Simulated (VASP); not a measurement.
Crystal: C.

```xyz
1
Lattice="-1.1609 1.1609 1.1609 1.1609 -1.1609 1.1609 1.1609 1.1609 -1.1609" Properties=species:S:1:pos:R:3 pbc="T T T"
C     0.0000    0.0000    0.0000
```

```yaml
Program: VASP 6.6.1
Task: relaxation of cell and atoms
Functional: PBEsol
Potentials_or_basis: VASP PAW PBE potentials, release 64 (C)
Cutoff: 600 eV
k_mesh: 32 × 32 × 32
Occupations: gaussian, width 0.1 eV
Spin: no spin polarisation
```

At the start: pressure 6.0 GPa; volume 6.26 Å³/atom.

**Question.** How do energy, volume and symmetry change on relaxing?

**Answer.** Over 3 steps the energy falls by 3.1 meV/atom and the volume is 6.43 Å³/atom (+2.7 %); space group Im-3m (No. 229, to 0.05 Å).

Step by step:
| step | energy change (eV) | largest force (eV/Å) | pressure (GPa) | volume (Å³) |
| --- | --- | --- | --- | --- |
| 1 | 0.0000 | 0.0000 | 5.95 | 6.26 |
| 2 | -0.0030 | 0.0000 | -1.31 | 6.47 |
| 3 | -0.0031 | 0.0000 | 0.01 | 6.43 |

Final structure:
```xyz
1
Lattice="-1.1714 1.1714 1.1714 1.1714 -1.1714 1.1714 1.1714 1.1714 -1.1714" Properties=species:S:1:pos:R:3 pbc="T T T"
C     0.0000    0.0000    0.0000
```

Caveat: the PAW data sets were made with another functional, which shifts forces and pressure a little.
